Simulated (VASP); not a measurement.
# Zr (P6/mmm) in VASP: further runs

Runs on Zr. Level: PBEsol. Tasks: relaxation of cell and atoms.

All numbers are computed with VASP 6.6.1; they aren't measurements. Logs are shortened: lines on timing, memory, paths and dates and some standing lists are left out, and cuts for length are marked.

## 1. The cell of the first run

It takes space group P6/mmm (No. 191, hexagonal). The conventional cell has a = 4.056 Å, b = 4.056 Å, c = 2.313 Å, α = 90.00°, β = 90.00°, γ = 120.00°. Zr (site symmetry 6/mmm) has 14 Zr at 2.31 to 2.61 Å within 3.1 Å. Zr (site symmetry -6m2) has 11 Zr at 2.31 to 2.61 Å within 3.1 Å.

This isn't the form of Zr at room conditions, which is hcp.

## 2. Relaxation of cell and atoms, PBEsol, target pressure 220 GPa, at which the enthalpy is minimised

INCAR reads:

```
ALGO = Normal ; EDIFF = 1E-6
EDIFFG = -0.005 ; ENCUT = 600
GGA = PS ; IBRION = 2
ISIF = 3 ; ISMEAR = -1
LASPH = True ; LCHARG = False
LREAL = False ; LWAVE = False
NELM = 80 ; NSW = 32
PREC = Accurate ; PSTRESS = 2200.0
SIGMA = 0.08
```

KPOINTS reads:

```
k-points
0
Gamma
  9 9 13
```

POSCAR reads:

```
Zr
1.0
    4.0557635534      0.0000000000      0.0000000000
   -2.0278817767      3.5123942690      0.0000000000
    0.0000000000      0.0000000000      2.3132184121
Zr
3
Direct
    0.0000000000      0.0000000000      0.0000000000
    0.3333333333      0.6666666667      0.5000000000
    0.6666666667      0.3333333333      0.5000000000
```

Potentials or basis: VASP PAW PBE potentials, release 64 (Zr_sv).

The run is started by

```console
> cat potpaw_PBE.64/Zr_sv/POTCAR > POTCAR
> mpirun -np 1 vasp_std > vasp.out
```

OUTCAR:

```text
EDIFF = 1E-6
   EDIFFG = -0.005
   ENCUT = 600
   GGA = PS
   IBRION = 2
   ISIF = 3
   ISMEAR = -1
   LASPH = True
   LREAL = False
   NELM = 80
   NSW = 32
   PREC = Accurate
   PSTRESS = 2200.0

 ion  position               nearest neighbor table
   1  0.000  0.000  0.000-   2 2.61   3 2.61   2 2.61   3 2.61   3 2.61   3 2.61   2 2.61   2 2.61
                             3 2.61   3 2.61   2 2.61   2 2.61
   2  0.333  0.667  0.500-   3 2.34   3 2.34   3 2.34   1 2.61   1 2.61   1 2.61   1 2.61   1 2.61
                             1 2.61   3 3.29   3 3.29   3 3.29   3 3.29   3 3.29   3 3.29
   3  0.667  0.333  0.500-   2 2.34   2 2.34   2 2.34   1 2.61   1 2.61   1 2.61   1 2.61   1 2.61
                             1 2.61   2 3.29   2 3.29   2 3.29   2 3.29   2 3.29   2 3.29

  LATTYP: Found a hexagonal cell.
 ALAT       =     4.0557635534
 C/A-ratio  =     0.5703533704

  Lattice vectors:

 A1 = (   4.0557635534,   0.0000000000,   0.0000000000)
 A2 = (  -2.0278817767,   3.5123942690,   0.0000000000)
 A3 = (   0.0000000000,   0.0000000000,   2.3132184121)

Analysis of symmetry for initial positions (statically):
=====================================================================
 Subroutine PRICEL returns:
 Original cell was already a primitive cell.

 Routine SETGRP: Setting up the symmetry group for a
 hexagonal supercell.

 Subroutine GETGRP returns: Found 24 space group operations
 (whereof 24 operations were pure point group operations)
 out of a pool of 24 trial point group operations.

The static configuration has the point symmetry D_6h.

Analysis of symmetry for dynamics (positions and initial velocities):
=====================================================================
 Subroutine PRICEL returns:
 Original cell was already a primitive cell.

 Routine SETGRP: Setting up the symmetry group for a
 hexagonal supercell.

 Subroutine GETGRP returns: Found 24 space group operations
 (whereof 24 operations were pure point group operations)
 out of a pool of 24 trial point group operations.

The dynamic configuration has the point symmetry D_6h.

 Subroutine INISYM returns: Found 24 space group operations
 (whereof 24 operations are pure point group operations),
 and found     1 'primitive' translations

----------------------------------------------------------------------------------------

                                     Primitive cell

  volume of cell :      32.9528

  direct lattice vectors                    reciprocal lattice vectors
     4.055763553  0.000000000  0.000000000     0.246562697  0.142353039  0.000000000
    -2.027881777  3.512394269  0.000000000     0.000000000  0.284706079  0.000000000
     0.000000000  0.000000000  2.313218412     0.000000000  0.000000000  0.432298133

  length of vectors
     4.055763553  4.055763553  2.313218412     0.284706079  0.284706079  0.432298133

  position of ions in fractional coordinates (direct lattice)
     0.000000000  0.000000000  0.000000000
     0.333333333  0.666666667  0.500000000
     0.666666667  0.333333333  0.500000000

  ion indices of the primitive-cell ions
   primitive index   ion index
                 1           1
                 2           2
                 3           3

----------------------------------------------------------------------------------------

 KPOINTS: k-points

Automatic generation of k-mesh.
 Grid dimensions read from file:
 generate k-points for:    9    9   13

 Generating k-lattice:

  Cartesian coordinates                     Fractional coordinates (reciprocal lattice)
     0.027395855  0.015817004  0.000000000     0.111111111 -0.000000000  0.000000000
     0.000000000  0.031634009  0.000000000     0.000000000  0.111111111  0.000000000
     0.000000000  0.000000000  0.033253703     0.000000000  0.000000000  0.076923077

  Length of vectors
     0.031634009  0.031634009  0.033253703

  Shift w.r.t. Gamma in fractional coordinates (k-lattice)
     0.000000000  0.000000000  0.000000000

 Subroutine IBZKPT returns following result:
 ===========================================

 Found     84 irreducible k-points:

 Following reciprocal coordinates:
            Coordinates               Weight
  0.000000  0.000000  0.000000      1.000000
  0.111111  0.000000  0.000000      6.000000
  0.222222  0.000000  0.000000      6.000000
  0.333333  0.000000  0.000000      6.000000
  0.444444  0.000000  0.000000      6.000000
  0.111111  0.111111  0.000000      6.000000
[... 16 lines left out ...]
  0.333333  0.222222  0.076923     24.000000
  0.333333  0.333333  0.076923      4.000000
 [... further k-points ...]
   k-points           NKPTS =     84   k-points in BZ     NKDIM =     84   number of bands    NBANDS=     22
   number of dos      NEDOS =    301   number of ions     NIONS =      3
   total plane-waves  NPLWV =  18432
   dimension x,y,z NGX =    32 NGY =   32 NGZ =   18
   dimension x,y,z NGXF=    64 NGYF=   64 NGZF=   36
   ions per type =               3
   NGX,Y,Z   is equivalent  to a cutoff of  13.12, 13.12, 12.94 a.u.
   NGXF,Y,Z  is equivalent  to a cutoff of  26.23, 26.23, 25.87 a.u.
 SYSTEM =  unknown system
   PREC   = accura    normal or accurate (medium, high low for compatibility)
   ISTART =      0    job   : 0-new  1-cont  2-samecut
   ICHARG =      2    charge: 1-file 2-atom 10-const
   ISPIN  =      1    spin polarized calculation?
   LNONCOLLINEAR =      F non collinear calculations
   LSORBIT =      F    spin-orbit coupling
   LASPH  =      T    aspherical Exc in radial PAW
   ENCUT  =  600.0 eV  44.10 Ry    6.64 a.u.   8.10  8.10  4.62*2*pi/ulx,y,z
   NELM   =     80;   NELMIN=  2; NELMDL= -5     # of ELM steps
   EDIFF  = 0.1E-05   stopping-criterion for ELM
   LREAL  =      F    real-space projection
   EDIFFG = -.5E-02   stopping-criterion for IOM
   NSW    =     32    number of steps for IOM
   IBRION =      2    ionic relax: 0-MD 1-quasi-New 2-CG
   NFREE  =      1    steps in history (QN), initial steepest desc. (CG)
   ISIF   =      3    stress and relaxation
   ISYM   =      2    0-nonsym 1-usesym 2-fastsym
   POTIM  = 0.5000    time-step for ionic-motion
   TEBEG  =    0.0;   TEEND  =   0.0 temperature during run
   PSTRESS= 2200.0 pullay stress
   NELECT =      36.0000    total number of electrons
   NUPDOWN=      -1.0000    fix difference up-down
   EMIN   =  10.00;   EMAX   =-10.00  energy-range for DOS
   EFERMI =   0.00;   METHOD = LEGACY
   ISMEAR =    -1;   SIGMA  =   0.08  broadening in eV -4-tet -1-fermi 0-gaus
   EFERMI_NEDOS =   21; number of points for ismear=-14 and -15
   IALGO  =     38    algorithm
   IMIX   =      4    mixing-type and parameters
     AMIX     =   0.40;   BMIX     =  1.00
     AMIX_MAG =   1.60;   BMIX_MAG =  1.00
  volume/ion in A,a.u.               =      10.98        74.13
  Fermi-wavevector in a.u.,A,eV,Ry     =   1.686080  3.186229 38.679533  2.842865
  Thomas-Fermi vector in A             =   2.768809
   LORBIT       =      0    0 simple, 1 ext, 2 COOP (PROOUT), +10 PAW based schemes
   GGA     = PS    functional components
   LHFCALC =     F    Hartree Fock is set to
   AEXX    =    0.0000 exact exchange contribution
   IVDW    =     0    specifies the selected vdW correction
   LEPSILON=     F    determine dielectric tensor
   LRPA    =     F    only Hartree local field effects (RPA)
 conjugate gradient relaxation of ions
 non-spin polarized calculation
  energy-cutoff  :      600.00
  volume of cell :       32.95
 maximum number of plane-waves:      1119
   NGX = 17   NGY = 17   NGZ =  9

--------------------------------------- Ionic step        1  -------------------------------------------

 number of electron      36.0000000 magnetization

 Free energy of the ion-electron system (eV)
  ---------------------------------------------------
  ext. energy  EPLUGINS =         0.00000000
  ---------------------------------------------------
  free energy    TOTEN  =       -13.30230968 eV

  energy without entropy =      -13.26146245  energy(sigma->0) =      -13.28188607

------------------------ aborting loop because EDIFF is reached ----------------------------------------

  FORCE on cell =-STRESS in cart. coord.  units (eV):
  Direction    XX          YY          ZZ          XY          YZ          ZX
  --------------------------------------------------------------------------------------
  -------------------------------------------------------------------------------------
  Total       45.7473917     45.7473917     45.9925869      0.0000000      0.0000000      0.0000000
  in kB     2224.2540565   2224.2540565   2236.1755324      0.0000000      0.0000000      0.0000000
  external PRESSURE =      28.2278818 kB  Pullay stress =    2200.0000000 kB

 VOLUME and BASIS-vectors are now :
 -----------------------------------------------------------------------------
  energy-cutoff  :      600.00
  volume of cell :       32.95
      direct lattice vectors                 reciprocal lattice vectors
     4.055763553  0.000000000  0.000000000     0.246562697  0.142353039  0.000000000
    -2.027881777  3.512394269  0.000000000     0.000000000  0.284706079  0.000000000
     0.000000000  0.000000000  2.313218412     0.000000000  0.000000000  0.432298133
[... 165 lines left out ...]
  FREE ENERGIE OF THE ION-ELECTRON SYSTEM (eV)
  ---------------------------------------------------
  free  energy   TOTEN  =       -13.4706489115 eV

  energy  without entropy=      -13.4290636363  energy(sigma->0) =      -13.44985627

  enthalpy is  TOTEN    =        31.9450314478 eV   P V=       45.4156803592

--------------------------------------- Ionic step        6  -------------------------------------------

 number of electron      36.0000000 magnetization

 Free energy of the ion-electron system (eV)
  ---------------------------------------------------
  ext. energy  EPLUGINS =         0.00000000
  ---------------------------------------------------
  free energy    TOTEN  =       -13.47395210 eV

  energy without entropy =      -13.43240728  energy(sigma->0) =      -13.45317969

 E-fermi :  19.9367     XC(G=0): -15.1275

 val. band max:       19.8902776940   @ k =   0.2222   0.0000   0.0769
 cond. band min:      19.9395240301   @ k =   0.2222   0.0000   0.0000
 fundamental gap:      0.0492463361
 Fermi energy:        19.9366556458

 k-point     1 :       0.0000    0.0000    0.0000
  band No.  band energies     occupation
      1     -29.9466      2.00000
      2     -27.6914      2.00000
      3     -27.6432      2.00000
      4      -9.0712      2.00000
      5      -9.0712      2.00000
      6      -8.1931      2.00000
[... 14 lines left out ...]
     21      21.6288      0.00000
     22      21.6288      0.00000
[... 552 lines left out ...]
  band No.  band energies     occupation
      1     -28.5801      2.00000
      2     -28.5801      2.00000
      3     -28.2125      2.00000
      4      -9.3656      2.00000
      5      -8.5082      2.00000
      6      -8.5082      2.00000
[... 14 lines left out ...]
     21      23.2442      0.00000
     22      24.5245      0.00000

 [... further k-points ...]

------------------------ aborting loop because EDIFF is reached ----------------------------------------

  FORCE on cell =-STRESS in cart. coord.  units (eV):
  Direction    XX          YY          ZZ          XY          YZ          ZX
  --------------------------------------------------------------------------------------
  -------------------------------------------------------------------------------------
  Total       45.4236638     45.4236638     45.4298535      0.0000000     -0.0000000      0.0000000
  in kB     2200.2295944   2200.2295944   2200.5294099      0.0000000     -0.0000000      0.0000000
  external PRESSURE =       0.3295329 kB  Pullay stress =    2200.0000000 kB

 VOLUME and BASIS-vectors are now :
 -----------------------------------------------------------------------------
  energy-cutoff  :      600.00
  volume of cell :       33.08
      direct lattice vectors                 reciprocal lattice vectors
     4.058140843 -0.000000000 -0.000000000     0.246418259  0.142269648  0.000000000
    -2.029070422  3.514453062  0.000000000     0.000000000  0.284539296  0.000000000
     0.000000000 -0.000000000  2.319208950    -0.000000000 -0.000000000  0.431181503

 POSITION                                       TOTAL-FORCE (eV/Angst)
 -----------------------------------------------------------------------------------
      0.00000     -0.00000      0.00000        -0.000000      0.000000     -0.000000
     -0.00000      2.34297      1.15960        -0.000000     -0.000000      0.000000
      2.02907      1.17148      1.15960         0.000000      0.000000      0.000000
 -----------------------------------------------------------------------------------
    total drift:                               -0.000000      0.000000      0.000000

  FREE ENERGIE OF THE ION-ELECTRON SYSTEM (eV)
  ---------------------------------------------------
  free  energy   TOTEN  =       -13.4739520976 eV

  energy  without entropy=      -13.4324072763  energy(sigma->0) =      -13.45317969

  enthalpy is  TOTEN    =        31.9449717490 eV   P V=       45.4189238466

 reached required accuracy - stopping structural energy minimisation
```

It took 5.2 min on 1 thread of Intel Xeon 8259CL, shared host; peak memory 0.2 GiB.

Results:

```
Free energy                                                : -13.4740 eV
Relaxed volume                                             : 11.03 Å³/atom
Relaxed cell                                               : a = 4.058 Å, b = 4.058 Å, c = 2.319 Å, α = 90.00°, β = 90.00°, γ = 120.00°
Space group after relaxing (to 0.1 Å)                      : P6/mmm (No. 191)
Energy change on relaxing (the run minimises the enthalpy) : -57.2 meV/atom
Ionic steps                                                : 6
Pressure after relaxing                                    : 220.0 GPa
Band gap on the k mesh                                     : zero (bands 18 and 19 overlap by 2.91 eV)
```

Step by step:
```csv
step,energy change (eV),largest force (eV/Å),pressure (GPa),volume (Å³)
1,0.0000,0.0000,222.82,32.95
2,-1.2365,0.0000,203.01,33.88
3,-0.1795,0.0000,219.85,33.08
4,-0.1755,0.0000,219.92,33.08
5,-0.1683,0.0000,220.12,33.07
6,-0.1716,0.0000,220.03,33.08
```

Final structure:
```
Zr
1.0
     4.05814    0.00000    0.00000
    -2.02907    3.51445    0.00000
     0.00000    0.00000    2.31921
Zr
3
Cartesian
  0.0000 0.0000 0.0000
  0.0000 2.3430 1.1596
  2.0291 1.1715 1.1596
```

Levels at points of the mesh, in eV from the Fermi level:
| k point | band 15 | band 16 | band 17 | band 18 | band 19 | band 20 | band 21 | band 22 |
| --- | --- | --- | --- | --- | --- | --- | --- | --- |
| (0.00, 0.00, 0.00) | -0.52 | -0.38 | 0.58 | 0.58 | 1.01 | 1.01 | 1.69 | 1.69 |

Caveat: the cell is relaxed towards a set pressure, so the run minimises the enthalpy, not the energy; the PAW data sets were made with another functional, which shifts forces and pressure a little.

## 3. Relaxation of cell and atoms, PBEsol, target pressure 220 GPa, at which the enthalpy is minimised

This run uses another cell than the first one, of 11.01 Å³/atom.

INCAR reads:

```
SYSTEM = Zr
PREC = Accurate
ENCUT = 600
EDIFF = 1E-7
ISMEAR = -1
SIGMA = 0.08
LREAL = .FALSE.
LASPH = .TRUE.
NELM = 60
ALGO = Normal
ISIF = 3
LWAVE = .FALSE.
LCHARG = .FALSE.
GGA = PS
IBRION = 2
NSW = 60
EDIFFG = -0.005
PSTRESS = 2200.0
```

KPOINTS reads:

```
regular mesh
0
G
  9 9 13
  0 0 0
```

POSCAR reads:

```
Zr
1.0
    3.9473129160      0.0000000000      0.0000000000
   -1.9736564580      3.4184732620      0.0000000000
    0.0000000000      0.0000000000      2.4473340079
Zr
3
Direct
    0.0000000000      0.0000000000      0.0000000000
    0.3333333333      0.6666666667      0.5000000000
    0.6666666667      0.3333333333      0.5000000000
```

Potentials or basis: VASP PAW PBE potentials, release 64 (Zr_sv).

The run is started by

```console
> cat potpaw_PBE.64/Zr_sv/POTCAR > POTCAR
> mpirun -np 1 vasp_std > vasp.out
```

Wall time 13 min (1 thread of Intel Xeon 8259CL, shared host); peak memory 0.2 GiB.

It converged, with:

| Property | Result |
| --- | --- |
| Free energy | -13.4768 eV |
| Relaxed volume | 11.03 Å³/atom |
| Relaxed cell | a = 4.058 Å, b = 4.058 Å, c = 2.319 Å, α = 90.00°, β = 90.00°, γ = 120.00° |
| Space group after relaxing (to 0.1 Å) | P6/mmm (No. 191) |
| Energy change on relaxing (the run minimises the enthalpy) | -118.6 meV/atom |
| Ionic steps | 14 |
| Pressure after relaxing | 220.0 GPa |
| Band gap on the k mesh | zero (bands 18 and 19 overlap by 2.91 eV) |

Step by step:
| step | energy change (eV) | largest force (eV/Å) | pressure (GPa) | volume (Å³) |
| --- | --- | --- | --- | --- |
| 1 | 0.0000 | 0.0000 | 227.35 | 33.02 |
| 2 | -2.7460 | 0.0000 | 180.82 | 35.21 |
| 3 | -1.5621 | 0.0000 | 201.12 | 34.00 |
| 4 | 4.1958 | 0.0000 | 296.15 | 30.63 |
| 5 | -0.7334 | 0.0000 | 213.73 | 33.36 |
| 6 | -0.6696 | 0.0000 | 214.75 | 33.31 |
| 7 | -0.6326 | 0.0000 | 215.34 | 33.29 |
| 8 | 0.2212 | 0.0000 | 229.93 | 32.68 |
| 9 | -0.3393 | 0.0000 | 220.25 | 33.07 |
| 10 | -0.3333 | 0.0000 | 220.35 | 33.06 |
| 11 | -0.3852 | 0.0000 | 219.54 | 33.10 |
| 12 | -0.3523 | 0.0000 | 220.05 | 33.08 |
| 13 | -0.3603 | 0.0000 | 219.92 | 33.08 |
| 14 | -0.3558 | 0.0000 | 219.99 | 33.08 |

Final structure:
```
Zr
1.0
     4.05804    0.00000    0.00000
    -2.02902    3.51437    0.00000
     0.00000    0.00000    2.31949
Zr
3
Cartesian
  0.0000 0.0000 0.0000
  0.0000 2.3429 1.1597
  2.0290 1.1715 1.1597
```

Levels at points of the mesh, in eV from the Fermi level:
```csv
k point,band 16,band 17,band 18,band 19,band 20,band 21
"(0.00, 0.00, 0.00)",-0.38,0.58,0.58,1.01,1.01,1.69
```

Caveat: the cell is relaxed towards a set pressure, so the run minimises the enthalpy, not the energy; the PAW data sets were made with another functional, which shifts forces and pressure a little.
